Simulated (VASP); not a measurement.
# TiSi2 (Fddd) in VASP: further runs

TiSi2 is run at these levels: PBE; tasks: electric field gradients.

Everything below comes from runs of VASP 6.6.1. Logs are shortened: lines on timing, memory, paths and dates and some standing lists are left out, and cuts for length are marked.

**1. The cell of the first run**

The structure is orthorhombic, space group Fddd (No. 70). Conventional cell: a = 4.789 Å, b = 8.263 Å, c = 8.551 Å, α = 90.00°, β = 90.00°, γ = 90.00°. Ti (site symmetry 222) has 10 Si at 2.54 to 2.76 Å and 4 Ti at 3.20 Å within 3.4 Å. Within 3.4 Å of Si (site symmetry 2) lie 5 Ti at 2.54 to 2.76 Å and 9 Si at 2.55 to 3.20 Å.

**2. Electric field gradients, PBE (14.10 Å³/atom)**

INCAR

```
ALGO = Normal ; EDIFF = 1E-8
ENCUT = 520 ; GGA = PE
ISIF = 2 ; ISMEAR = -1
LASPH = True ; LCHARG = False
LEFG = True ; LREAL = False
LWAVE = False ; NBANDS = 29
NELM = 60 ; PREC = Accurate
SIGMA = 0.08
```

KPOINTS

```
k-points
0
Gamma
  8 8 8
```

POSCAR

```
TiSi2
1.0
    0.0000000000      4.1316811636      4.2756579113
    2.3944286297      0.0000000000      4.2756579113
    2.3944286297      4.1316811636      0.0000000000
Ti Si
2 4
Direct
    0.7500000000      0.7500000000      0.7500000000
    0.5000000000      0.5000000000      0.5000000000
    0.0830000000      0.4170000000      0.0830000000
    0.4170000000      0.0830000000      0.4170000000
    0.1670000000      0.8330000000      0.1670000000
    0.8330000000      0.1670000000      0.8330000000
```

Potentials or basis: VASP PAW PBE potentials, release 64 (Ti_sv, Si).

The run is started by

```sh
> cat potpaw_PBE.64/Ti_sv/POTCAR potpaw_PBE.64/Si/POTCAR > POTCAR
> mpirun -np 1 vasp_std > vasp.out
```

OUTCAR:

```text
EDIFF = 1E-8
   ENCUT = 520
   GGA = PE
   ISIF = 2
   ISMEAR = -1
   LASPH = True
   LREAL = False
   NELM = 60
   PREC = Accurate

 ion  position               nearest neighbor table
   1  0.750  0.750  0.750-   6 2.54   5 2.54   6 2.54   5 2.54   3 2.75   4 2.75   4 2.76   4 2.76
                             3 2.76   3 2.76
   2  0.500  0.500  0.500-   3 2.54   4 2.54   3 2.54   4 2.54   5 2.75   6 2.75   5 2.76   5 2.76
                             6 2.76   6 2.76
   3  0.083  0.417  0.083-   2 2.54   2 2.54   5 2.55   5 2.55   1 2.75   4 2.76   4 2.76   4 2.76
                             1 2.76   1 2.76
   4  0.417  0.083  0.417-   2 2.54   2 2.54   6 2.55   6 2.55   1 2.75   3 2.76   3 2.76   3 2.76
                             1 2.76   1 2.76
   5  0.167  0.833  0.167-   1 2.54   1 2.54   3 2.55   3 2.55   2 2.75   6 2.76   6 2.76   6 2.76
                             2 2.76   2 2.76
   6  0.833  0.167  0.833-   1 2.54   1 2.54   4 2.55   4 2.55   2 2.75   5 2.76   5 2.76   5 2.76
                             2 2.76   2 2.76

  LATTYP: Found a face centered orthorhombic cell.
 ALAT       =     4.7888572594
 B/A-ratio  =     1.7255394930
 C/A-ratio  =     1.7856693903

  Lattice vectors:

 A1 = (   0.0000000000,   4.1316811636,   4.2756579113)
 A2 = (   2.3944286297,   0.0000000000,   4.2756579113)
 A3 = (   2.3944286297,   4.1316811636,   0.0000000000)

Analysis of symmetry for initial positions (statically):
=====================================================================
 Subroutine PRICEL returns:
 Original cell was already a primitive cell.

 Routine SETGRP: Setting up the symmetry group for a
 face centered orthorhombic supercell.

 Subroutine GETGRP returns: Found  8 space group operations
 (whereof  4 operations were pure point group operations)
 out of a pool of  8 trial point group operations.

The static configuration has the point symmetry D_2 .
 The point group associated with its full space group is D_2h.

Analysis of symmetry for dynamics (positions and initial velocities):
=====================================================================
 Subroutine PRICEL returns:
 Original cell was already a primitive cell.

 Routine SETGRP: Setting up the symmetry group for a
 face centered orthorhombic supercell.

 Subroutine GETGRP returns: Found  8 space group operations
 (whereof  4 operations were pure point group operations)
 out of a pool of  8 trial point group operations.

The dynamic configuration has the point symmetry D_2 .
 The point group associated with its full space group is D_2h.

 Subroutine INISYM returns: Found  8 space group operations
 (whereof  4 operations are pure point group operations),
 and found     1 'primitive' translations

----------------------------------------------------------------------------------------

                                     Primitive cell

  volume of cell :      84.5983

  direct lattice vectors                    reciprocal lattice vectors
     0.000000000  4.131681164  4.275657911    -0.208818085  0.121016114  0.116941067
     2.394428630  0.000000000  4.275657911     0.208818085 -0.121016114  0.116941067
     2.394428630  4.131681164  0.000000000     0.208818085  0.121016114 -0.116941067

  length of vectors
     5.945758136  4.900463145  4.775361526     0.268188564  0.268188564  0.268188564

  position of ions in fractional coordinates (direct lattice)
     0.750000000  0.750000000  0.750000000
     0.500000000  0.500000000  0.500000000
     0.083000000  0.417000000  0.083000000
     0.417000000  0.083000000  0.417000000
     0.167000000  0.833000000  0.167000000
     0.833000000  0.167000000  0.833000000

  ion indices of the primitive-cell ions
   primitive index   ion index
                 1           1
                 2           2
                 3           3
                 4           4
                 5           5
                 6           6

----------------------------------------------------------------------------------------

[... 68 lines left out ...]
   NELM   =     60;   NELMIN=  2; NELMDL= -5     # of ELM steps
   EDIFF  = 0.1E-07   stopping-criterion for ELM
   LREAL  =      F    real-space projection
   EDIFFG = 0.1E-06   stopping-criterion for IOM
   NSW    =      0    number of steps for IOM
   IBRION =     -1    ionic relax: 0-MD 1-quasi-New 2-CG
   NFREE  =      0    steps in history (QN), initial steepest desc. (CG)
   ISIF   =      2    stress and relaxation
   ISYM   =      2    0-nonsym 1-usesym 2-fastsym
   POTIM  = 0.5000    time-step for ionic-motion
   TEBEG  =    0.0;   TEEND  =   0.0 temperature during run
   PSTRESS=    0.0 pullay stress
   NELECT =      40.0000    total number of electrons
   NUPDOWN=      -1.0000    fix difference up-down
   EMIN   =  10.00;   EMAX   =-10.00  energy-range for DOS
   EFERMI =   0.00;   METHOD = LEGACY
   ISMEAR =    -1;   SIGMA  =   0.08  broadening in eV -4-tet -1-fermi 0-gaus
   EFERMI_NEDOS =   21; number of points for ismear=-14 and -15
   IALGO  =     38    algorithm
   IMIX   =      4    mixing-type and parameters
     AMIX     =   0.40;   BMIX     =  1.00
     AMIX_MAG =   1.60;   BMIX_MAG =  1.00
  volume/ion in A,a.u.               =      14.10        95.15
  Fermi-wavevector in a.u.,A,eV,Ry     =   1.275384  2.410126 22.131294  1.626604
  Thomas-Fermi vector in A             =   2.408099
   LORBIT       =      0    0 simple, 1 ext, 2 COOP (PROOUT), +10 PAW based schemes
   GGA     = PE    functional components
   LHFCALC =     F    Hartree Fock is set to
   AEXX    =    0.0000 exact exchange contribution
   IVDW    =     0    specifies the selected vdW correction
   LEPSILON=     F    determine dielectric tensor
   LRPA    =     F    only Hartree local field effects (RPA)
 non-spin polarized calculation
  energy-cutoff  :      520.00
  volume of cell :       84.60
 maximum number of plane-waves:      2298
 NGX is ok and might be reduce to    48
   NGX = 23   NGY = 19   NGZ = 17

 number of electron      40.0000001 magnetization

 Free energy of the ion-electron system (eV)
  ---------------------------------------------------
  ext. energy  EPLUGINS =         0.00000000
  ---------------------------------------------------
  free energy    TOTEN  =       -40.71571003 eV

  energy without entropy =      -40.67230641  energy(sigma->0) =      -40.69400822

 E-fermi :  10.1018     XC(G=0): -11.6993

 val. band max:       10.0957729877   @ k =  -0.2500   0.2500   0.1250
 cond. band min:      10.1117184429   @ k =  -0.1250   0.1250   0.1250
 fundamental gap:      0.0159454552
 Fermi energy:        10.1017649398

 k-point     1 :       0.0000    0.0000    0.0000
  band No.  band energies     occupation
      1     -46.1899      2.00000
      2     -46.1624      2.00000
      3     -22.5708      2.00000
      4     -22.5552      2.00000
      5     -22.4814      2.00000
      6     -22.4669      2.00000
[... 757 lines left out ...]
     28      14.0226      0.00000
     29      14.2896      0.00000

 [... further k-points ...]

------------------------ aborting loop because EDIFF is reached ----------------------------------------

  FORCE on cell =-STRESS in cart. coord.  units (eV):
  Direction    XX          YY          ZZ          XY          YZ          ZX
  --------------------------------------------------------------------------------------
  -------------------------------------------------------------------------------------
  Total        0.7615452      0.3405376      0.1403390      0.0000000      0.0000000      0.0000000
  in kB       14.4226354      6.4493216      2.6578304      0.0000000      0.0000000      0.0000000
  external PRESSURE =       7.8432624 kB  Pullay stress =       0.0000000 kB

 VOLUME and BASIS-vectors are now :
 -----------------------------------------------------------------------------
  energy-cutoff  :      520.00
  volume of cell :       84.60
      direct lattice vectors                 reciprocal lattice vectors
     0.000000000  4.131681164  4.275657911    -0.208818085  0.121016114  0.116941067
     2.394428630  0.000000000  4.275657911     0.208818085 -0.121016114  0.116941067
     2.394428630  4.131681164  0.000000000     0.208818085  0.121016114 -0.116941067

 POSITION                                       TOTAL-FORCE (eV/Angst)
 -----------------------------------------------------------------------------------
      3.59164      6.19752      6.41349         0.000000      0.000000     -0.000000
      2.39443      4.13168      4.27566         0.000000      0.000000      0.000000
      1.19721      0.68586      2.13783        -0.000000      0.200041     -0.000000
      1.19721      3.44582      2.13783        -0.000000     -0.200041     -0.000000
      2.39443      1.37998      4.27566        -0.000000     -0.200041      0.000000
      2.39443      6.88338      4.27566        -0.000000      0.200041      0.000000
 -----------------------------------------------------------------------------------
    total drift:                               -0.000000     -0.000000      0.000000

  FREE ENERGIE OF THE ION-ELECTRON SYSTEM (eV)
  ---------------------------------------------------
  free  energy   TOTEN  =       -40.7157100286 eV

  energy  without entropy=      -40.6723064124  energy(sigma->0) =      -40.69400822

 Electric field gradients (V/A^2)
---------------------------------------------------------------------
 ion       V_xx      V_yy      V_zz      V_xy      V_xz      V_yz
---------------------------------------------------------------------
   1      -2.396    10.270    -7.874    -0.002    -0.000     0.001
   2      -2.396    10.270    -7.874    -0.002    -0.000     0.001
   3       1.533    12.598   -14.131    -0.000    27.345     0.000
   4       1.533    12.598   -14.131    -0.000   -27.345    -0.000
   5       1.533    12.598   -14.131    -0.000    27.345     0.000
   6       1.533    12.598   -14.131    -0.000   -27.345    -0.000
---------------------------------------------------------------------

 Electric field gradients after diagonalization (V/A^2)
 (convention: |V_zz| > |V_xx| > |V_yy|)
----------------------------------------------------------------------
 ion       V_xx      V_yy      V_zz     asymmetry (V_yy - V_xx)/ V_zz
----------------------------------------------------------------------
   1      -7.874    -2.396    10.270       0.533
   2      -7.874    -2.396    10.270       0.533
   3      22.146    12.598   -34.744       0.275
   4      22.146    12.598   -34.744       0.275
   5      22.146    12.598   -34.744       0.275
   6      22.146    12.598   -34.744       0.275
----------------------------------------------------------------------

           NMR quadrupolar parameters

 Cq : quadrupolar parameter    Cq=e*Q*V_zz/h
 eta: asymmetry parameters     (V_yy - V_xx)/ V_zz
 Q  : nuclear electric quadrupole moment in mb (millibarn)
----------------------------------------------------------------------
 ion       Cq(MHz)       eta       Q (mb)
----------------------------------------------------------------------
   1       0.025       0.533       1.000
   2       0.025       0.533       1.000
   3      -0.084       0.275       1.000
   4      -0.084       0.275       1.000
   5      -0.084       0.275       1.000
   6      -0.084       0.275       1.000
----------------------------------------------------------------------
```

It took 4.3 min on 1 thread of Intel Xeon Platinum 8488C (Sapphire Rapids), shared host; peak memory 0.36 GiB.

What came out:

```
Free energy                             : -40.7157 eV
Pressure                                : 0.8 GPa
Largest force                           : 0.200 eV/Å
Band gap on the k mesh                  : zero (bands 20 and 21 overlap by 1.83 eV)
Largest electric field gradient by atom : Ti +10.3; Si -34.7 V/Å²
```

Forces in eV/Å, atoms in the order of the input:
```
Ti   0.000  0.000  0.000
Ti   0.000  0.000  0.000
Si   0.000  0.200  0.000
Si   0.000 -0.200  0.000
Si   0.000 -0.200  0.000
Si   0.000  0.200  0.000
```

Electric field gradients, principal values (V/Å²):
```
atom   least  middle  greatest (by size)
1 Ti  -2.396  -7.874              10.270
2 Ti  -2.396  -7.874              10.270
3 Si  12.598  22.146             -34.744
4 Si  12.598  22.146             -34.744
5 Si  12.598  22.146             -34.744
6 Si  12.598  22.146             -34.744
```

Caveat: without QUAD_EFG the Cq values of the log hold for a quadrupole moment of 1 mb, not for the nuclei.

[end of part 1 of 2]
